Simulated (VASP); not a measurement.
Wanted: the native input for a VASP 6.6.1 run.

* Task: single point
* Functional: PBE
* Potentials or basis: VASP PAW PBE potentials, release 64 (Sc_sv, Si, O)
* Cutoff: 520 eV
* k mesh: 4 × 4 × 4
* Occupations: gaussian, width 0.1 eV
* Spin: collinear spin, ferromagnetic start
* Starting moments: [0.0, 0.0, 0.0, 1.0, 1.0, 1.0] μB
* Dipole correction: no
* Further INCAR settings: ALGO = Normal; EDIFF = 1e-07; NBANDS = 32

The structure of ScSi2O3 lies in POSCAR:

```
ScSi2O3
1.0
    4.1576338600      0.0000000000      0.0000000000
    0.0000000000      4.1732405400      0.0000000000
    0.0000000000      0.0000000000      4.4372909100
Sc Si O
1 2 3
Direct
    0.5000000000      0.0000000000      0.0000000000
    0.5000000000      0.5000000000      0.0000000000
    0.5000000000      0.0000000000      0.5000000000
    0.8367701600      0.5000000000      0.0000000000
    0.1632298400      0.5000000000      0.0000000000
    0.0000000000      0.5000000000      0.5000000000
```

The input as run:

INCAR

```
PREC     = Accurate       # precision mode
ENCUT    = 520            # plane-wave cutoff, eV
EDIFF    = 1E-7           # SCF threshold, eV
ISMEAR   = 0              # smearing method
SIGMA    = 0.1            # smearing width, eV
LREAL    = False          # projectors in reciprocal space
LASPH    = True           # aspherical terms in the spheres
NELM     = 150            # most SCF steps
ALGO     = Normal         # electronic algorithm
ISIF     = 2              # what is computed and relaxed
LWAVE    = False          # write WAVECAR
LCHARG   = False          # write CHGCAR
ISPIN    = 2              # spin polarisation
MAGMOM   = 0 0 0 1 1 1    # initial moments
LORBIT   = 11             # projections on sites
LMAXMIX  = 4              # l up to which the mixer works
GGA      = PE             # functional
NBANDS   = 32             # bands
```

KPOINTS

```
regular mesh
0
Gamma
  4 4 4
```

Potentials or basis: VASP PAW PBE potentials, release 64 (Sc_sv, Si, O).

Command:

```console
$ cat potpaw_PBE.64/Sc_sv/POTCAR potpaw_PBE.64/Si/POTCAR potpaw_PBE.64/O/POTCAR > POTCAR
$ mpirun -np 1 vasp_std > vasp.out
```

Results of the run:

* Pressure: 68.8 GPa
* Largest force: 9.972 eV/Å
* Net moment: 0.64 μB per cell
* Site moments: Sc +0.05; Si +0.00; O +0.01, +0.50 μB
* Valence electrons inside the program's atomic spheres: Sc 10.69; Si 2.15, 1.72; O 5.24, 4.75

Caveat: the k points lie up to 0.38 Å⁻¹ apart; forces of over 1 eV/Å act on the atoms, so gaps and moduli don't describe the material at rest.

Wall time 3 min on 1 thread of Intel(R) Xeon(R) Platinum 8488C (Sapphire Rapids) (shared host), peak memory 0.28 GiB.
